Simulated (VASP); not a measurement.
A run of VASP 6.6.1 is set up as follows.

INCAR

```
  PREC = Accurate
  ENCUT = 520
  EDIFF = 1E-6
  ISMEAR = 0
  SIGMA = 0.01
  LREAL = F
  LASPH = T
  NELM = 80
  ALGO = Normal
  ISIF = 2
  LWAVE = F
  LCHARG = F
  GGA = PE
  NBANDS = 11
```

KPOINTS

```
Automatic mesh
0
Gamma
  6 6 6
```

POSCAR

```
AlN
1.0
   -0.0770983581      2.1951731109      2.1951731109
    2.1951731109     -0.0770983581      2.1951731109
    2.1951731109      2.1951731109     -0.0770983581
Al N
1 1
Direct
   -0.0019950247     -0.0019950247     -0.0019950247
    0.2519950247      0.2519950247      0.2519950247
```

Potentials or basis: VASP PAW PBE potentials, release 64 (Al, N).

Run with:

```console
$ cat potpaw_PBE.64/Al/POTCAR potpaw_PBE.64/N/POTCAR > POTCAR
$ mpirun -np 1 vasp_std > vasp.out
```

(1) Predict the largest force.

(2) Estimate the band gap on the k mesh.

(3) Estimate the pressure.

Answers

(1) 0.044 eV/Å.

(2) 3.00 eV, indirect (least direct gap 3.31 eV).

(3) -7.7 GPa.

Caveat: the cell differs from its parent crystal (epitaxial 111 strain +4.0%).
